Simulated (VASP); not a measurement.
A run of VASP 6.6.1:

INCAR

```
PREC = Accurate
ENCUT = 750
EDIFF = 1E-6
ISMEAR = 0
SIGMA = 0.01
LREAL = False
LASPH = True
NELM = 120
ALGO = Normal
ISIF = 2
LWAVE = False
LCHARG = False
GGA = CA
NBANDS = 13
GGA_COMPAT = False
```

File KPOINTS:

```
regular mesh
0
Gamma
  4 4 4
```

POSCAR

```
Li2S
1.0
    0.0000000000      2.8452942310      2.8452942310
    2.8452942310      0.0000000000      2.8452942310
    2.8452942310      2.8452942310      0.0000000000
S Li
1 2
Direct
    0.0000000000      0.0000000000      0.0000000000
    0.2500000000      0.2500000000      0.2500000000
    0.7500000000      0.7500000000      0.7500000000
```

Potentials or basis: VASP PAW LDA potentials, release 64 (S, Li_sv).

The run is started by

```console
$ cat potpaw_LDA.64/S/POTCAR potpaw_LDA.64/Li_sv/POTCAR > POTCAR
$ mpirun -np 1 vasp_std > vasp.out
```

Hardware: 1 thread of AMD EPYC 7R13, with other jobs on the host.

**Question.** How long does it take, and how much memory?

**Answer.** Wall time 12 s on 1 thread of AMD EPYC 7R13, with other jobs on the host, peak memory 0.13 GiB. Counts: scf iterations 12, k points 8.
